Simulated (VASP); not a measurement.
# BN (P1) in VASP: further runs

BN is run at these levels: LDA; tasks: single point.

All numbers are computed with VASP 6.6.1; they aren't measurements. Logs are shortened: lines on timing, memory, paths and dates and some standing lists are left out, and cuts for length are marked.

### 1 The cell of the first run

The typed cell holds 2 atoms: a = 2.508 Å, b = 2.508 Å, c = 3.274 Å, α = 101.11°, β = 101.11°, γ = 119.81°.

### 2 Single point, LDA

The input, INCAR:

```
SYSTEM = BN
PREC = Accurate ; ENCUT = 520
EDIFF = 1E-6 ; ISMEAR = 0
SIGMA = 0.01 ; LREAL = .False.
LASPH = .True. ; NELM = 80
ALGO = Normal ; ISIF = 2
LWAVE = .False. ; LCHARG = .True.
LELF = .True. ; LVHAR = .True.
NBANDS = 11
```

The input, KPOINTS:

```
Automatic mesh
0
Gamma
  8 8 6
  0 0 0
```

The input, POSCAR:

```
BN
1.0
    2.5080410000      0.0000000000      0.0000000000
   -1.2467110000      2.1762310000      0.0000000000
   -0.6306650000     -1.0881160000      3.0225400000
B N
1 1
Direct
    0.9796430000      0.9834990000      0.0018060000
    0.6685060000      0.3323850000      0.9849990000
```

Potentials or basis: VASP PAW LDA potentials, release 64 (B, N).

On the command line:

```sh
$ cat potpaw_LDA.64/B/POTCAR potpaw_LDA.64/N/POTCAR > POTCAR
$ mpirun -np 1 vasp_std > vasp.out
```

OUTCAR:

```text
SYSTEM = BN
   PREC = Accurate
   ENCUT = 520
   EDIFF = 1E-6
   ISMEAR = 0
   LREAL = .False.
   LASPH = .True.
   NELM = 80
   ISIF = 2

 ion  position               nearest neighbor table
   1  0.980  0.983  0.002-   2 1.40   2 1.43   2 1.52
   2  0.669  0.332  0.985-   1 1.40   1 1.43   1 1.52

  LATTYP: Found a face centered orthorhombic cell.
 ALAT       =     2.5153398844
 B/A-ratio  =     1.7253462546
 C/A-ratio  =     2.4032855509

  Lattice vectors:

 A1 = (  -1.8773760000,   1.0881150000,   3.0225400000)
 A2 = (   0.6306650000,   1.0881150000,   3.0225400000)
 A3 = (  -1.2467110000,   2.1762310000,   0.0000000000)

Analysis of symmetry for initial positions (statically):
=====================================================================
 Subroutine PRICEL returns:
 Original cell was already a primitive cell.

 Routine SETGRP: Setting up the symmetry group for a
 face centered orthorhombic supercell.

 Subroutine GETGRP returns: Found  1 space group operations
 (whereof  1 operations were pure point group operations)
 out of a pool of  8 trial point group operations.

The static configuration has the point symmetry C_1 .

Analysis of symmetry for dynamics (positions and initial velocities):
=====================================================================
 Subroutine PRICEL returns:
 Original cell was already a primitive cell.

 Routine SETGRP: Setting up the symmetry group for a
 face centered orthorhombic supercell.

 Subroutine GETGRP returns: Found  1 space group operations
 (whereof  1 operations were pure point group operations)
 out of a pool of  8 trial point group operations.

The dynamic configuration has the point symmetry C_1 .

 Subroutine INISYM returns: Found  1 space group operations
 (whereof  1 operations are pure point group operations),
 and found     1 'primitive' translations

----------------------------------------------------------------------------------------

                                     Primitive cell

  volume of cell :      16.4973

  direct lattice vectors                    reciprocal lattice vectors
     2.508041000  0.000000000  0.000000000     0.398717565  0.228415813  0.165423820
    -1.246711000  2.176231000  0.000000000     0.000000000  0.459510043  0.165423859
    -0.630665000 -1.088116000  3.022540000     0.000000000  0.000000000  0.330847565

  length of vectors
     2.508041000  2.508041005  3.273756684     0.488379484  0.488379496  0.330847565

  position of ions in fractional coordinates (direct lattice)
     0.979643000  0.983499000  0.001806000
     0.668506000  0.332385000  0.984999000

  ion indices of the primitive-cell ions
   primitive index   ion index
                 1           1
                 2           2

----------------------------------------------------------------------------------------

 KPOINTS: Automatic mesh

Automatic generation of k-mesh.
 Grid dimensions read from file:
 generate k-points for:    8    8    6

 Generating k-lattice:

  Cartesian coordinates                     Fractional coordinates (reciprocal lattice)
     0.049839696  0.028551977  0.020677978     0.125000000  0.000000000  0.000000000
     0.000000000  0.057438755  0.020677982     0.000000000  0.125000000  0.000000000
     0.000000000  0.000000000  0.055141261     0.000000000  0.000000000  0.166666667

  Length of vectors
     0.061047436  0.061047437  0.055141261

  Shift w.r.t. Gamma in fractional coordinates (k-lattice)
     0.000000000  0.000000000  0.000000000

 -----------------------------------------------------------------------------
|                                                                             |
|           W    W    AA    RRRRR   N    N  II  N    N   GGGG   !!!           |
|           W    W   A  A   R    R  NN   N  II  NN   N  G    G  !!!           |
|           W    W  A    A  R    R  N N  N  II  N N  N  G       !!!           |
|           W WW W  AAAAAA  RRRRR   N  N N  II  N  N N  G  GGG   !            |
|           WW  WW  A    A  R   R   N   NN  II  N   NN  G    G                |
|           W    W  A    A  R    R  N    N  II  N    N   GGGG   !!!           |
|                                                                             |
|     Your reciprocal lattice and k-lattice belong to different lattice       |
|     classes:                                                                |
|                                                                             |
|        The reciprocal lattice is body-centered orthorhombic,                |
|        whereas your k-lattice is base-centered monoclinic.                  |
|                                                                             |
|     Results are often still useful ...                                      |
|                                                                             |
 -----------------------------------------------------------------------------

 WARNING: IBZKPT: internal override: KBLOWUP is changed to .FALSE.
      ... skipping the blow-up phase ...

 Subroutine IBZKPT returns following result:
 ===========================================

 Found    196 irreducible k-points:

 Following reciprocal coordinates:
            Coordinates               Weight
  0.000000  0.000000  0.000000      1.000000
  0.125000 -0.000000  0.000000      2.000000
  0.250000 -0.000000  0.000000      2.000000
  0.375000 -0.000000  0.000000      2.000000
  0.500000 -0.000000  0.000000      1.000000
  0.000000  0.125000 -0.000000      2.000000
[... 16 lines left out ...]
  0.125000  0.375000  0.000000      2.000000
  0.250000  0.375000  0.000000      2.000000
 [... further k-points ...]
   k-points           NKPTS =    196   k-points in BZ     NKDIM =    196   number of bands    NBANDS=     11
   number of dos      NEDOS =    301   number of ions     NIONS =      2
   total plane-waves  NPLWV =   9600
   dimension x,y,z NGX =    20 NGY =   20 NGZ =   24
   dimension x,y,z NGXF=    40 NGYF=   40 NGZF=   48
   ions per type =               1   1
   NGX,Y,Z   is equivalent  to a cutoff of  13.26, 13.26, 12.19 a.u.
   NGXF,Y,Z  is equivalent  to a cutoff of  26.51, 26.51, 24.38 a.u.
 SYSTEM =  BN
   PREC   = accura    normal or accurate (medium, high low for compatibility)
   ISTART =      0    job   : 0-new  1-cont  2-samecut
   ICHARG =      2    charge: 1-file 2-atom 10-const
   ISPIN  =      1    spin polarized calculation?
   LNONCOLLINEAR =      F non collinear calculations
   LSORBIT =      F    spin-orbit coupling
   LASPH  =      T    aspherical Exc in radial PAW
   ENCUT  =  520.0 eV  38.22 Ry    6.18 a.u.   4.66  4.66  6.09*2*pi/ulx,y,z
   NELM   =     80;   NELMIN=  2; NELMDL= -5     # of ELM steps
   EDIFF  = 0.1E-05   stopping-criterion for ELM
   LREAL  =      F    real-space projection
   EDIFFG = 0.1E-04   stopping-criterion for IOM
   NSW    =      0    number of steps for IOM
   IBRION =     -1    ionic relax: 0-MD 1-quasi-New 2-CG
   NFREE  =      0    steps in history (QN), initial steepest desc. (CG)
   ISIF   =      2    stress and relaxation
   ISYM   =      2    0-nonsym 1-usesym 2-fastsym
   POTIM  = 0.5000    time-step for ionic-motion
   TEBEG  =    0.0;   TEEND  =   0.0 temperature during run
   PSTRESS=    0.0 pullay stress
   NELECT =       8.0000    total number of electrons
   NUPDOWN=      -1.0000    fix difference up-down
   EMIN   =  10.00;   EMAX   =-10.00  energy-range for DOS
   EFERMI =   0.00;   METHOD = LEGACY
   ISMEAR =     0;   SIGMA  =   0.01  broadening in eV -4-tet -1-fermi 0-gaus
   EFERMI_NEDOS =   21; number of points for ismear=-14 and -15
   IALGO  =     38    algorithm
   IMIX   =      4    mixing-type and parameters
     AMIX     =   0.40;   BMIX     =  1.00
     AMIX_MAG =   1.60;   BMIX_MAG =  1.00
  volume/ion in A,a.u.               =       8.25        55.66
  Fermi-wavevector in a.u.,A,eV,Ry     =   1.286178  2.430523 22.507475  1.654253
  Thomas-Fermi vector in A             =   2.418268
   LORBIT       =      0    0 simple, 1 ext, 2 COOP (PROOUT), +10 PAW based schemes
   GGA     = CA    functional components
   LHFCALC =     F    Hartree Fock is set to
   AEXX    =    0.0000 exact exchange contribution
   IVDW    =     0    specifies the selected vdW correction
   LEPSILON=     F    determine dielectric tensor
   LRPA    =     F    only Hartree local field effects (RPA)
 non-spin polarized calculation
 Gauss-broadening in eV      SIGMA  =   0.01
  energy-cutoff  :      520.00
  volume of cell :       16.50
 maximum number of plane-waves:       460
   NGX =  9   NGY =  9   NGZ = 13

 number of electron       8.0000000 magnetization

 Free energy of the ion-electron system (eV)
  ---------------------------------------------------
  ext. energy  EPLUGINS =         0.00000000
  ---------------------------------------------------
  free energy    TOTEN  =       -19.15459666 eV

  energy without entropy =      -19.15459666  energy(sigma->0) =      -19.15459666

 E-fermi :   3.4978     XC(G=0): -11.0918

 val. band max:        3.3590188823   @ k =   0.3750   0.3750   0.1667
 cond. band min:       5.9488266573   @ k =   0.5000   0.5000   0.5000
 fundamental gap:      2.5898077750
 Fermi energy:         3.4977525327

 k-point     1 :       0.0000    0.0000    0.0000
  band No.  band energies     occupation
      1     -14.7684      2.00000
      2      -0.5021      2.00000
      3       0.8272      2.00000
      4       2.4491      2.00000
      5       8.5532      0.00000
      6      13.3703      0.00000
      7      15.4805      0.00000
      8      16.0356      0.00000
      9      18.2039      0.00000
     10      28.3330      0.00000
     11      30.3378      0.00000

 k-point     2 :       0.1250   -0.0000    0.0000
  band No.  band energies     occupation
      1     -14.4357      2.00000
      2      -0.3380      2.00000
      3       0.3551      2.00000
      4       1.1338      2.00000
      5       9.3325      0.00000
      6      13.5585      0.00000
      7      15.0124      0.00000
      8      16.6626      0.00000
      9      18.9295      0.00000
     10      26.3985      0.00000
     11      29.0946      0.00000
[... 295 lines left out ...]
 k-point    24 :       0.2500    0.3750    0.0000
  band No.  band energies     occupation
      1     -10.9687      2.00000
      2      -5.3316      2.00000
      3      -3.4111      2.00000
      4       2.7864      2.00000
      5       7.4585      0.00000
      6      14.8068      0.00000
      7      17.4632      0.00000
      8      18.4543      0.00000
      9      21.4664      0.00000
     10      24.3787      0.00000
     11      26.5698      0.00000

 [... further k-points ...]

------------------------ aborting loop because EDIFF is reached ----------------------------------------

  FORCE on cell =-STRESS in cart. coord.  units (eV):
  Direction    XX          YY          ZZ          XY          YZ          ZX
  --------------------------------------------------------------------------------------
  -------------------------------------------------------------------------------------
  Total       -1.3007214     -0.1079446      0.3262579     -0.4987650      0.1207312      0.0540781
  in kB     -126.3232245    -10.4833419     31.6854528    -48.4389711     11.7251520      5.2519467
  external PRESSURE =     -35.0403712 kB  Pullay stress =       0.0000000 kB

 VOLUME and BASIS-vectors are now :
 -----------------------------------------------------------------------------
  energy-cutoff  :      520.00
  volume of cell :       16.50
      direct lattice vectors                 reciprocal lattice vectors
     2.508041000  0.000000000  0.000000000     0.398717565  0.228415813  0.165423820
    -1.246711000  2.176231000  0.000000000     0.000000000  0.459510043  0.165423859
    -0.630665000 -1.088116000  3.022540000     0.000000000  0.000000000  0.330847565

 POSITION                                       TOTAL-FORCE (eV/Angst)
 -----------------------------------------------------------------------------------
      1.22971      2.13836      0.00546         1.638800      2.053119     -0.615676
      0.64105     -0.34845      2.97720        -1.638800     -2.053119      0.615676
 -----------------------------------------------------------------------------------
    total drift:                               -0.000264     -0.000106     -0.000209

  FREE ENERGIE OF THE ION-ELECTRON SYSTEM (eV)
  ---------------------------------------------------
  free  energy   TOTEN  =       -19.1545966608 eV

  energy  without entropy=      -19.1545966608  energy(sigma->0) =      -19.15459666
```

Wall time 10 s (1 thread of Intel Xeon 6975P-C (Granite Rapids), shared host); peak memory 0.14 GiB.

Results:

```
Free energy            : -19.1546 eV
Pressure               : -3.5 GPa
Largest force          : 2.698 eV/Å
Band gap on the k mesh : 2.59 eV, indirect (least direct gap 4.38 eV)
```

Forces on the atoms (eV/Å):
```
B    1.639  2.053 -0.616
N   -1.639 -2.053  0.616
```

Stress tensor (GPa, compression positive):
```
-12.63  -4.84   0.53
 -4.84  -1.05   1.17
  0.53   1.17   3.17
```

Caveat: forces of over 1 eV/Å act on the atoms, so gaps and moduli don't describe the material at rest. A k mesh can miss the band edges.

### 3 Single point, LDA

The input, INCAR:

```
  PREC = Accurate
  ENCUT = 520
  EDIFF = 1E-7
  ISMEAR = 0
  SIGMA = 0.01
  LREAL = F
  LASPH = T
  NELM = 80
  ALGO = Normal
  ISIF = 2
  LWAVE = F
  LCHARG = F
  GGA = CA
  NBANDS = 11
```

The input, KPOINTS:

```
Automatic mesh
0
Gamma
  8 8 6
```

POSCAR: that of step 2 with these lines changed.

```diff
@@ -8,3 +8,3 @@
 Direct
-    0.9796430000      0.9834990000      0.0018060000
+    0.9916045269      0.9834990000      0.0018060000
     0.6685060000      0.3323850000      0.9849990000
```

Potentials or basis: VASP PAW LDA potentials, release 64 (B, N).

On the command line:

```sh
$ cat potpaw_LDA.64/B/POTCAR potpaw_LDA.64/N/POTCAR > POTCAR
$ mpirun -np 1 vasp_std > vasp.out
```

It took 11 s on 1 thread of Intel Xeon 6975P-C (Granite Rapids), shared host; peak memory 0.14 GiB.

Results (log left out):

```yaml
Free_energy: -19.1886 eV
Pressure: -4.2 GPa
Largest_force: 2.347 eV/Å
Band_gap_on_the_k_mesh: 2.79 eV, indirect (least direct gap 4.43 eV)
```

Forces on the atoms (eV/Å):
```
B    0.631  2.174 -0.621
N   -0.631 -2.174  0.621
```

Stress tensor (GPa, compression positive):
```
-13.91  -1.90   0.02
 -1.90  -1.83   1.23
  0.02   1.23   3.09
```

Levels at points of the mesh, in eV from the valence-band top:
```
           k point  band 1  band 2  band 3  band 4  band 5  band 6  band 7  band 8
(0.00, 0.00, 0.00)  -18.12   -3.85   -2.33   -1.10    5.20   10.21   11.90   12.66
(0.50, 0.00, 0.00)  -14.68   -9.17   -4.73   -1.57    4.48    9.37   13.33   16.84
(0.00, 0.50, 0.00)  -14.82   -9.34   -4.20   -1.14    3.56    9.59   13.57   16.89
(0.50, 0.50, 0.00)  -14.87   -9.49   -4.50   -0.27    6.23    8.94   12.14   14.30
(0.00, 0.00, 0.50)  -17.51   -7.19   -2.38   -1.12   10.06   10.47   11.77   12.42
(0.50, 0.00, 0.50)  -14.68   -9.18   -4.73   -1.46    4.16    9.41   13.55   17.03
(0.00, 0.50, 0.50)  -14.82   -9.33   -4.20   -1.24    3.78    9.53   13.46   16.75
(0.50, 0.50, 0.50)  -14.52   -8.93   -4.65   -2.41    2.79    9.08   14.98   19.23
```

Caveat: forces of over 1 eV/Å act on the atoms, so gaps and moduli don't describe the material at rest.
